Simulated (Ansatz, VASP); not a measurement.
# Two plane-wave programs on ZnAu

```
Zn Au
1.0
     3.21825    0.00000    0.00000
     0.00000    3.21825    0.00000
     0.00000    0.00000    3.21825
Zn Au
1 1
Direct
  0.50000 0.50000 0.50000
  0.00000 0.00000 0.00000
```

Alike in both runs: task single point; functional PBE; k mesh 14 × 14 × 14; occupations gaussian, width 0.1 eV; no spin polarisation.

|  | VASP | Ansatz |
| --- | --- | --- |
| version | VASP 6.6.1 | Ansatz 0.2.0 |
| potentials or method | VASP PAW PBE potentials, release 64 (Zn, Au), cutoff 520 eV | scalar-relativistic, plane waves, PAW |
| valence electrons in the cell | 23 | 31 |

```tsv
	VASP	Ansatz	Ansatz less VASP
gap on the k mesh at the Fermi level (eV)	none	none	-
pressure (GPa)	-3.1	-3.2	-0.09
```

A gap of «none» marks a metal or a gap that the smearing closes. VASP's potentials hold 23 valence electrons a cell and Ansatz's 31, so a difference there can come from the potentials and not from the codes.

Spin-orbit coupling is off throughout.
